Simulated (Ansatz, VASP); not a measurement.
**Two plane-wave programs on Zn**

INCAR

```
PREC = Accurate
ENCUT = 520
EDIFF = 1E-6
ISMEAR = 0
SIGMA = 0.15
LREAL = False
LASPH = True
NELM = 80
ALGO = Fast
ISIF = 2
LWAVE = False
LCHARG = True
LELF = True
LVHAR = True
NBANDS = 12
```

The input KPOINTS:

```
regular mesh
0
Gamma
  28 28 28
```

Contents of POSCAR:

```
Zn
1.0
   -1.5057834831      1.5057834831      1.5057834831
    1.5057834831     -1.5057834831      1.5057834831
    1.5057834831      1.5057834831     -1.5057834831
Zn
1
Direct
    0.0000000000      0.0000000000      0.0000000000
```

Input for Ansatz:

```yaml
crystal:
  lattice:
    - [-1.5057834831, 1.5057834831, 1.5057834831]
    - [1.5057834831, -1.5057834831, 1.5057834831]
    - [1.5057834831, 1.5057834831, -1.5057834831]
  atoms:
    - { symbol: Zn, position: [0.0, 0.0, 0.0] }
basis:
  ecutwfc: 420
kpoints:
  mp_grid: { grid: [28, 28, 28] }
hamiltonian:
  xc: lda
scf:
  occupations: { method: gaussian, width: 0.15 }
output:
  forces: true
  stress: true
  eigenvalues: true
```

Alike in both runs: task single point; functional LDA; k mesh 28 × 28 × 28; occupations gaussian, width 0.15 eV; no spin polarisation.

|  | VASP | Ansatz |
| --- | --- | --- |
| version | VASP 6.6.1 | Ansatz 0.2.0 |
| potentials or method | VASP PAW LDA potentials, release 64 (Zn), cutoff 520 eV | scalar-relativistic, plane waves, PAW |
| valence electrons in the cell | 12 | 12 |

Ansatz gave:

```
gap on the k mesh at the Fermi level (eV) : none
pressure (GPa)                            : 0.2
```

**Question.** Which values does VASP return?

**Answer.** gap on the k mesh at the Fermi level (eV): none; pressure (GPa): 0.8.

LDA's correlation is that of Perdew and Zunger in VASP and of Perdew and Wang (1992) in Ansatz. A gap of «none» marks a metal or a gap that the smearing closes.
